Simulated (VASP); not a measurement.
# Si4O7 (a cell with a defect) in VASP: further runs

Runs on Si4O7 (a cell with a defect). Level: PBE. Tasks: single point.

Program: VASP 6.6.1. These are calculated values, not measurements. Logs are shortened: lines on timing, memory, paths and dates and some standing lists are left out, and cuts for length are marked.

### Step 1. The cell of the first run

The cell holds a defect, 11 atoms: a = 5.080 Å, b = 5.080 Å, c = 7.091 Å, α = 90.00°, β = 90.00°, γ = 90.00°.

### Step 2. Single point, PBE

Contents of INCAR:

```
SYSTEM = Si4O7
  ALGO = Normal
  EDIFF = 1E-6
  ENCUT = 520
  GGA = PE
  ISIF = 2
  ISMEAR = 0
  LASPH = .True.
  LCHARG = .False.
  LREAL = .False.
  LWAVE = .False.
  NBANDS = 40
  NELM = 60
  PREC = Accurate
  SIGMA = 0.05
```

Contents of KPOINTS:

```
k-points
0
Gamma
  4 4 4
  0 0 0
```

Contents of POSCAR:

```
Si4O7
1.0
    5.0799801732      0.0000000000      0.0000000000
    0.0000000000      5.0799801732      0.0000000000
    0.0000000000      0.0000000000      7.0914769300
Si O
4 7
Direct
    0.2944292339      0.2944292339      0.0000000000
    0.2055707661      0.7944292339      0.2500000000
    0.7055707661      0.7055707661      0.5000000000
    0.7944292339      0.2055707661      0.7500000000
    0.4053663613      0.7409644515      0.4248320116
    0.7590355485      0.9053663613      0.6748320116
    0.5946336387      0.2590355485      0.9248320116
    0.7409644515      0.4053663613      0.5751679884
    1.2233005746      1.0189009116      0.1827447986
    0.2590355485      0.5946336387      0.0751679884
    0.0946336387      0.2409644515      0.8251679884
```

Potentials or basis: VASP PAW PBE potentials, release 64 (Si, O).

On the command line:

```sh
$ cat potpaw_PBE.64/Si/POTCAR potpaw_PBE.64/O/POTCAR > POTCAR
$ mpirun -np 1 vasp_std > vasp.out
```

OUTCAR:

```text
SYSTEM = Si4O7
   EDIFF = 1E-6
   ENCUT = 520
   GGA = PE
   ISIF = 2
   ISMEAR = 0
   LASPH = .True.
   LREAL = .False.
   NELM = 60
   PREC = Accurate

 ion  position               nearest neighbor table
   1  0.294  0.294  0.000-  11 1.63  10 1.63   7 1.63   9 1.94   2 3.13   4 3.13   2 3.13   4 3.13

   2  0.206  0.794  0.250-   9 1.24   5 1.63  10 1.63   3 3.13   1 3.13   1 3.13   3 3.13
   3  0.706  0.706  0.500-   6 1.63   5 1.63   8 1.63   4 3.13   2 3.13   4 3.13   2 3.13
   4  0.794  0.206  0.750-   7 1.63   8 1.63   6 1.63  11 1.63   1 3.13   3 3.13   3 3.13   1 3.13

   5  0.405  0.741  0.425-   2 1.63   3 1.63
   6  0.759  0.905  0.675-   3 1.63   4 1.63
   7  0.595  0.259  0.925-   4 1.63   1 1.63
   8  0.741  0.405  0.575-   4 1.63   3 1.63
   9  0.223  0.019  0.183-   2 1.24   1 1.94
  10  0.259  0.595  0.075-   2 1.63   1 1.63
  11  0.095  0.241  0.825-   1 1.63   4 1.63

 -----------------------------------------------------------------------------
|                                                                             |
|           W    W    AA    RRRRR   N    N  II  N    N   GGGG   !!!           |
|           W    W   A  A   R    R  NN   N  II  NN   N  G    G  !!!           |
|           W    W  A    A  R    R  N N  N  II  N N  N  G       !!!           |
|           W WW W  AAAAAA  RRRRR   N  N N  II  N  N N  G  GGG   !            |
|           WW  WW  A    A  R   R   N   NN  II  N   NN  G    G                |
|           W    W  A    A  R    R  N    N  II  N    N   GGGG   !!!           |
|                                                                             |
|     The distance between some ions is very small. Please check the          |
|     nearest-neighbor list in the OUTCAR file.                               |
|     I HOPE YOU KNOW WHAT YOU ARE DOING!                                     |
|                                                                             |
 -----------------------------------------------------------------------------

  LATTYP: Found a simple tetragonal cell.
 ALAT       =     5.0799801732
 C/A-ratio  =     1.3959654739

  Lattice vectors:

 A1 = (   5.0799801732,   0.0000000000,   0.0000000000)
 A2 = (   0.0000000000,   5.0799801732,   0.0000000000)
 A3 = (   0.0000000000,   0.0000000000,   7.0914769300)

Analysis of symmetry for initial positions (statically):
=====================================================================
 Subroutine PRICEL returns:
 Original cell was already a primitive cell.

 Routine SETGRP: Setting up the symmetry group for a
 simple tetragonal supercell.

 Subroutine GETGRP returns: Found  1 space group operations
 (whereof  1 operations were pure point group operations)
 out of a pool of 16 trial point group operations.

The static configuration has the point symmetry C_1 .

Analysis of symmetry for dynamics (positions and initial velocities):
=====================================================================
 Subroutine PRICEL returns:
 Original cell was already a primitive cell.

 Routine SETGRP: Setting up the symmetry group for a
 simple tetragonal supercell.

 Subroutine GETGRP returns: Found  1 space group operations
 (whereof  1 operations were pure point group operations)
 out of a pool of 16 trial point group operations.

The dynamic configuration has the point symmetry C_1 .

 Subroutine INISYM returns: Found  1 space group operations
 (whereof  1 operations are pure point group operations),
 and found     1 'primitive' translations

----------------------------------------------------------------------------------------

                                     Primitive cell

  volume of cell :     183.0041

  direct lattice vectors                    reciprocal lattice vectors
     5.079980173  0.000000000  0.000000000     0.196851162  0.000000000  0.000000000
     0.000000000  5.079980173  0.000000000     0.000000000  0.196851162  0.000000000
     0.000000000  0.000000000  7.091476930     0.000000000  0.000000000  0.141014349

  length of vectors
     5.079980173  5.079980173  7.091476930     0.196851162  0.196851162  0.141014349

  position of ions in fractional coordinates (direct lattice)
     0.294429234  0.294429234  0.000000000
     0.205570766  0.794429234  0.250000000
     0.705570766  0.705570766  0.500000000
     0.794429234  0.205570766  0.750000000
     0.405366361  0.740964451  0.424832012
     0.759035549  0.905366361  0.674832012
     0.594633639  0.259035549  0.924832012
[... 33 lines left out ...]

  Length of vectors
     0.049212790  0.049212790  0.035253587

  Shift w.r.t. Gamma in fractional coordinates (k-lattice)
     0.000000000  0.000000000  0.000000000

 Subroutine IBZKPT returns following result:
 ===========================================

 Found     36 irreducible k-points:

 Following reciprocal coordinates:
            Coordinates               Weight
  0.000000  0.000000  0.000000      1.000000
  0.250000  0.000000  0.000000      2.000000
  0.000000  0.250000  0.000000      2.000000
  0.500000  0.000000  0.000000      1.000000
  0.000000  0.500000  0.000000      1.000000
  0.250000  0.250000  0.000000      2.000000
[... 16 lines left out ...]
 -0.250000  0.500000  0.250000      2.000000
  0.500000 -0.250000  0.250000      2.000000
 [... further k-points ...]
   k-points           NKPTS =     36   k-points in BZ     NKDIM =     36   number of bands    NBANDS=     40
   number of dos      NEDOS =    301   number of ions     NIONS =     11
   total plane-waves  NPLWV =  86400
   dimension x,y,z NGX =    40 NGY =   40 NGZ =   54
   dimension x,y,z NGXF=    80 NGYF=   80 NGZF=  108
   ions per type =               4   7
   NGX,Y,Z   is equivalent  to a cutoff of  13.09, 13.09, 12.66 a.u.
   NGXF,Y,Z  is equivalent  to a cutoff of  26.18, 26.18, 25.32 a.u.
 SYSTEM =  Si4O7
   PREC   = accura    normal or accurate (medium, high low for compatibility)
   ISTART =      0    job   : 0-new  1-cont  2-samecut
   ICHARG =      2    charge: 1-file 2-atom 10-const
   ISPIN  =      1    spin polarized calculation?
   LNONCOLLINEAR =      F non collinear calculations
   LSORBIT =      F    spin-orbit coupling
   LASPH  =      T    aspherical Exc in radial PAW
   ENCUT  =  520.0 eV  38.22 Ry    6.18 a.u.   9.45  9.45 13.19*2*pi/ulx,y,z
   NELM   =     60;   NELMIN=  2; NELMDL= -5     # of ELM steps
   EDIFF  = 0.1E-05   stopping-criterion for ELM
   LREAL  =      F    real-space projection
   EDIFFG = 0.1E-04   stopping-criterion for IOM
   NSW    =      0    number of steps for IOM
   IBRION =     -1    ionic relax: 0-MD 1-quasi-New 2-CG
   NFREE  =      0    steps in history (QN), initial steepest desc. (CG)
   ISIF   =      2    stress and relaxation
   ISYM   =      2    0-nonsym 1-usesym 2-fastsym
   POTIM  = 0.5000    time-step for ionic-motion
   TEBEG  =    0.0;   TEEND  =   0.0 temperature during run
   PSTRESS=    0.0 pullay stress
   NELECT =      58.0000    total number of electrons
   NUPDOWN=      -1.0000    fix difference up-down
   EMIN   =  10.00;   EMAX   =-10.00  energy-range for DOS
   EFERMI =   0.00;   METHOD = LEGACY
   ISMEAR =     0;   SIGMA  =   0.05  broadening in eV -4-tet -1-fermi 0-gaus
   EFERMI_NEDOS =   21; number of points for ismear=-14 and -15
   IALGO  =     38    algorithm
   IMIX   =      4    mixing-type and parameters
     AMIX     =   0.40;   BMIX     =  1.00
     AMIX_MAG =   1.60;   BMIX_MAG =  1.00
  volume/ion in A,a.u.               =      16.64       112.27
  Fermi-wavevector in a.u.,A,eV,Ry     =   1.116171  2.109257 16.950639  1.245837
  Thomas-Fermi vector in A             =   2.252782
   LORBIT       =      0    0 simple, 1 ext, 2 COOP (PROOUT), +10 PAW based schemes
   GGA     = PE    functional components
   LHFCALC =     F    Hartree Fock is set to
   AEXX    =    0.0000 exact exchange contribution
   IVDW    =     0    specifies the selected vdW correction
   LEPSILON=     F    determine dielectric tensor
   LRPA    =     F    only Hartree local field effects (RPA)
 non-spin polarized calculation
 Gauss-broadening in eV      SIGMA  =   0.05
  energy-cutoff  :      520.00
  volume of cell :      183.00
 maximum number of plane-waves:      4954
 NGX is ok and might be reduce to    40
   NGX = 19   NGY = 19   NGZ = 27

 number of electron      57.9999988 magnetization

 Free energy of the ion-electron system (eV)
  ---------------------------------------------------
  ext. energy  EPLUGINS =         0.00000000
  ---------------------------------------------------
  free energy    TOTEN  =       -77.91232682 eV

  energy without entropy =      -77.91232682  energy(sigma->0) =      -77.91232682

 E-fermi :   2.4858     XC(G=0):  -7.8809

 val. band max:        2.1978913248   @ k =   0.5000   0.5000   0.5000
 cond. band min:       4.6664957165   @ k =   0.5000   0.0000   0.0000
 fundamental gap:      2.4686043917
 Fermi energy:         2.4858202902

 k-point     1 :       0.0000    0.0000    0.0000
  band No.  band energies     occupation
      1     -20.2236      2.00000
      2     -19.5875      2.00000
      3     -18.7508      2.00000
      4     -18.3148      2.00000
      5     -18.3030      2.00000
      6     -17.7106      2.00000
[... 1021 lines left out ...]
     39       9.4945      0.00000
     40      10.0915      0.00000

 [... further k-points ...]

------------------------ aborting loop because EDIFF is reached ----------------------------------------

  FORCE on cell =-STRESS in cart. coord.  units (eV):
  Direction    XX          YY          ZZ          XY          YZ          ZX
  --------------------------------------------------------------------------------------
  -------------------------------------------------------------------------------------
  Total       -3.3411949     37.1758956      4.2644049      0.3423923    -10.8832431      3.5014584
  in kB      -29.2517370    325.4702470     37.3343240      2.9976011    -95.2814119     30.6548239
  external PRESSURE =     111.1842780 kB  Pullay stress =       0.0000000 kB

 VOLUME and BASIS-vectors are now :
 -----------------------------------------------------------------------------
  energy-cutoff  :      520.00
  volume of cell :      183.00
      direct lattice vectors                 reciprocal lattice vectors
     5.079980173  0.000000000  0.000000000     0.196851162  0.000000000  0.000000000
     0.000000000  5.079980173  0.000000000     0.000000000  0.196851162  0.000000000
     0.000000000  0.000000000  7.091476930     0.000000000  0.000000000  0.141014349

 POSITION                                       TOTAL-FORCE (eV/Angst)
 -----------------------------------------------------------------------------------
      1.49569      1.49569      0.00000        -0.440446     -1.142616      0.813827
      1.04430      4.03568      1.77287        -4.741518    -31.613830     15.354007
      3.58429      3.58429      3.54574         2.255618      0.419392     -2.225317
      4.03568      1.04430      5.31861        -0.129175     -0.351081     -0.881217
      2.05925      3.76408      3.01269         0.330152     -0.523394      0.581620
      3.85589      4.59924      4.78556        -0.067613      0.495305      0.866603
      3.02073      1.31590      6.55842        -0.640455     -0.149025      0.879146
      3.76408      2.05925      4.07879        -0.087136     -0.720791      0.664695
      1.13436      0.09602      1.29593         2.993849     36.574707    -16.169498
      1.31590      3.02073      0.53305         0.145595     -2.878357     -0.645618
      0.48074      1.22409      5.85166         0.381130     -0.110310      0.761752
 -----------------------------------------------------------------------------------
    total drift:                                0.000574     -0.000590      0.000421

  FREE ENERGIE OF THE ION-ELECTRON SYSTEM (eV)
  ---------------------------------------------------
  free  energy   TOTEN  =       -77.9123268155 eV

  energy  without entropy=      -77.9123268155  energy(sigma->0) =      -77.91232682
```

It took 2.1 min on 1 thread of Intel Xeon 6975P-C (Granite Rapids), shared host; peak memory 0.37 GiB.

What came out:

```yaml
Free_energy: -77.9123 eV
Pressure: 11.1 GPa
Largest_force: 40.101 eV/Å
Band_gap_on_the_k_mesh: 2.47 eV
```

Forces in eV/Å, atoms in the order of the input:
```
Si   -0.440  -1.143   0.814
Si   -4.742 -31.614  15.354
Si    2.256   0.419  -2.225
Si   -0.129  -0.351  -0.881
O     0.330  -0.523   0.582
O    -0.068   0.495   0.867
O    -0.640  -0.149   0.879
O    -0.087  -0.721   0.665
O     2.994  36.575 -16.169
O     0.146  -2.878  -0.646
O     0.381  -0.110   0.762
```

Stress tensor (GPa, compression positive):
```
-2.93  0.30  3.07
 0.30 32.55 -9.53
 3.07 -9.53  3.73
```

Caveat: the cell differs from its parent crystal (atoms taken out, atom 9 moved 0.875 of the way to it and -0.225 Å across, host rigid).

### Step 3. Single point, PBE

Contents of INCAR:

```
PREC = Accurate
ENCUT = 520
EDIFF = 1E-7
ISMEAR = 0
SIGMA = 0.05
LREAL = False
LASPH = True
NELM = 100
ALGO = Normal
ISIF = 2
LWAVE = False
LCHARG = True
GGA = PE
LELF = True
LVHAR = True
NBANDS = 40
```

Contents of KPOINTS:

```
Automatic mesh
0
Gamma
  4 4 4
```

Changes to POSCAR since step 2:

```diff
@@ -16,3 +16,3 @@
     0.7409644515      0.4053663613      0.5751679884
-    1.2233005746      1.0189009116      0.1827447986
+    0.9583579919      0.9862337299      0.3014296276
     0.2590355485      0.5946336387      0.0751679884
```

Potentials or basis: VASP PAW PBE potentials, release 64 (Si, O).

On the command line:

```sh
$ cat potpaw_PBE.64/Si/POTCAR potpaw_PBE.64/O/POTCAR > POTCAR
$ mpirun -np 1 vasp_std > vasp.out
```

It took 2.5 min on 1 thread of Intel Xeon 6975P-C (Granite Rapids), shared host; peak memory 0.38 GiB.

It converged, with:

| Item | Value |
| --- | --- |
| Free energy | -80.3229 eV |
| Pressure | -1.6 GPa |
| Largest force | 3.764 eV/Å |
| Band gap on the k mesh | 0.44 eV |

Forces in eV/Å, atoms in the order of the input:
```
Si  -0.138 -2.915  1.453
Si   0.036  3.528 -1.311
Si   0.846  1.448 -0.049
Si   0.363 -0.283  0.486
O   -0.125 -0.325 -0.220
O   -0.168 -0.270  0.150
O    0.532  0.358 -0.577
O   -0.013  0.631 -0.666
O   -0.406 -3.267  0.625
O   -0.600  0.891  0.761
O   -0.327  0.204 -0.652
```

Stress tensor (GPa, compression positive):
```
 0.29 -0.89  1.86
-0.89 -4.33  3.16
 1.86  3.16 -0.77
```

Levels at points of the mesh, in eV from the valence-band top:
```
           k point  band 25  band 26  band 27  band 28  band 29  band 30  band 31  band 32  band 33  band 34
(0.00, 0.00, 0.00)    -3.95    -3.80    -3.54    -3.02    -1.32     0.67     3.64     3.89     4.40     5.28
(0.50, 0.00, 0.00)    -4.18    -3.81    -3.77    -3.20    -0.76     0.79     2.77     3.90     4.88     5.05
(0.00, 0.50, 0.00)    -4.25    -3.78    -3.53    -3.11    -0.19     0.74     2.59     3.92     4.97     5.21
(0.50, 0.50, 0.00)    -4.16    -3.94    -3.81    -3.13    -0.12     1.29     2.62     3.05     4.37     5.13
(0.00, 0.00, 0.50)    -3.78    -3.77    -3.52    -3.14    -0.93     0.44     3.31     3.62     4.59     5.08
(0.50, 0.00, 0.50)    -4.23    -3.92    -3.69    -3.15    -0.94     0.97     2.81     3.99     4.46     5.27
(0.00, 0.50, 0.50)    -4.10    -3.86    -3.55    -3.04    -0.40     0.96     2.59     3.99     4.58     5.27
(0.50, 0.50, 0.50)    -4.09    -4.05    -3.80    -3.19     0.00     1.21     2.63     3.05     4.85     4.99
```

Caveat: the cell differs from its parent crystal (atoms taken out, atom 9 moved 0.375 of the way to it and +0.675 Å across, host rigid); semilocal functionals underestimate gaps, and a narrow one can read as zero.
